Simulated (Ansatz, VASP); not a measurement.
## One calculation of Al5Ru, two programs

```xyz
6
Lattice="2.8957 0.0000 0.0000 -1.4478 2.5077 0.0000 0.0000 0.0000 13.1716" Properties=species:S:1:pos:R:3 pbc="T T T"
Al    0.0000    0.0000    8.9129
Al    0.0000    1.6718   11.2383
Al    0.0000    1.6718    1.9332
Al    0.0000    0.0000    4.2587
Al    0.0000    1.6718    6.5858
Ru    1.4478    0.8359    0.0000
```

Alike in both runs: functional PBE; k mesh 6 × 6 × 2; occupations gaussian, width 0.1 eV; no spin polarisation.

Ansatz relaxed the structure, and its values are those at the end. VASP's run is a single point on that final structure, the one shown.

|  | VASP | Ansatz |
| --- | --- | --- |
| version | VASP 6.6.1 | Ansatz 0.2.0 |
| potentials or method | VASP PAW PBE potentials, release 64 (Al, Ru_pv), cutoff 520 eV | scalar-relativistic, plane waves, PAW |
| valence electrons in the cell | 29 | 31 |

|  | VASP | Ansatz | Ansatz less VASP |
| --- | --- | --- | --- |
| gap on the k mesh at the Fermi level (eV) | none | none | - |
| pressure (GPa) | -0.1 | 0.0 | +0.03 |
| rms of the force components (eV/Å) | 0.006 | 0.005 | -0.0008 |

A gap of «none» marks a metal or a gap that the smearing closes. VASP's potentials hold 29 valence electrons a cell and Ansatz's 31, so a difference there can come from the potentials and not from the codes.

The k mesh is coarse, so the values compare programs but aren't converged.
